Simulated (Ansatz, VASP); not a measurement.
**Two plane-wave programs on ZnO**

The input POSCAR:

```
ZnO
1.0
    3.2493080000      0.0000000000      0.0000000000
   -1.6246540000      2.8139832727      0.0000000000
    0.0000000000      0.0000000000      5.2057090000
Zn O
2 2
Direct
    0.6666666667      0.3333333333      0.0000000000
    0.3333333333      0.6666666667      0.5000000000
    0.3333333333      0.6666666667      0.8790100000
    0.6666666667      0.3333333333      0.3790100000
```

File INCAR.step1:

```
SYSTEM = ZnO
PREC     = Accurate       ! precision mode
ENCUT    = 520            ! plane-wave cutoff, eV
EDIFF    = 1E-5           ! SCF threshold, eV
ISMEAR   = -1             ! smearing method
SIGMA    = 0.05           ! smearing width, eV
LREAL    = .False.        ! projectors in reciprocal space
LASPH    = .True.         ! aspherical terms in the spheres
NELM     = 80             ! most SCF steps
ALGO     = Normal         ! electronic algorithm
ISIF     = 2              ! what is computed and relaxed
LWAVE    = .True.         ! write WAVECAR
GGA      = PE             ! functional
NBANDS   = 26             ! bands
LUSENCCL = .False.
```

File INCAR.step2:

```
SYSTEM = ZnO
PREC     = Accurate       ! precision mode
ENCUT    = 520            ! plane-wave cutoff, eV
EDIFF    = 1E-6           ! SCF threshold, eV
ISMEAR   = -1             ! smearing method
SIGMA    = 0.05           ! smearing width, eV
LREAL    = .False.        ! projectors in reciprocal space
LASPH    = .True.         ! aspherical terms in the spheres
NELM     = 80             ! most SCF steps
ALGO     = Normal         ! electronic algorithm
ISIF     = 2              ! what is computed and relaxed
LWAVE    = .False.        ! write WAVECAR
LCHARG   = .True.         ! write CHGCAR
GGA      = PE             ! functional
LHFCALC  = .True.         ! exact exchange
AEXX     = 0.5            ! exact-exchange fraction
HFSCREEN = 0.2078699      ! screening, 1/A
PRECFOCK = Normal       
LELF     = .True.         ! ELF
LVHAR    = .True.       
ISTART   = 1            
NBANDS   = 26             ! bands
LUSENCCL = .False.
```

File KPOINTS:

```
Automatic mesh
0
Gamma
  5 5 3
  0 0 0
```

Contents of input.yaml:

```yaml
crystal:
  lattice:
    - [3.249308, 0.0, 0.0]
    - [-1.624654, 2.8139832727, 0.0]
    - [0.0, 0.0, 5.205709]
  atoms:
    - { symbol: Zn, position: [0.6666666667, 0.3333333333, 0.0] }
    - { symbol: Zn, position: [0.3333333333, 0.6666666667, 0.5] }
    - { symbol: O, position: [0.3333333333, 0.6666666667, 0.87901] }
    - { symbol: O, position: [0.6666666667, 0.3333333333, 0.37901] }
hamiltonian:
  xc:
    exchange: pbe
    correlation: pbe
    exx: { coeff: 0.5, omega: 0.2078699 }
  pseudopotentials: { kind: paw }
kpoints:
  mp_grid: { grid: [5, 5, 3] }
scf:
  occupations: { method: fermi_dirac, width: 0.05 }
output:
  forces: true
  stress: true
  eigenvalues: true
  write_density: true
  write_potential: true
  elf: true
  volumetric_format: npy
```

Alike in both runs: task single point; functional PBE-based screened hybrid; k mesh 5 × 5 × 3; occupations fermi-dirac, width 0.05 eV; no spin polarisation.

|  | VASP | Ansatz |
| --- | --- | --- |
| version | VASP 6.6.1 | Ansatz 0.2.0 |
| potentials or method | VASP PAW PBE potentials, release 64 (Zn, O) | Ansatz PAW |
| plane-wave cutoff (eV) | 520 | 420 |
| valence electrons in the cell | 36 | 36 |

VASP gave:

```
gap on the k mesh at the Fermi level (eV)                     : 4.30
least direct gap on the mesh (eV)                             : 4.30
pressure (GPa)                                                : -1.9
traceless stress, the component that is largest in VASP (GPa) : 0.71
rms of the force components (eV/Å)                            : 0.053
```

Question: Estimate Ansatz's values.

Answer: gap on the k mesh at the Fermi level (eV): 4.37; least direct gap on the mesh (eV): 4.37; pressure (GPa): -3.2; traceless stress, the component that is largest in VASP (GPa): 0.65; rms of the force components (eV/Å): 0.050.

VASP's potentials were made for PBE, not for PBE-based screened hybrid. Atom by atom the forces differ by 0.002 eV/Å (rms over components).

The k mesh is coarse, so the values compare programs but aren't converged. Noted on Ansatz's run: odd divisions of the mesh miss points on the zone boundary, where band edges often lie, so the gap on the mesh can be too wide.
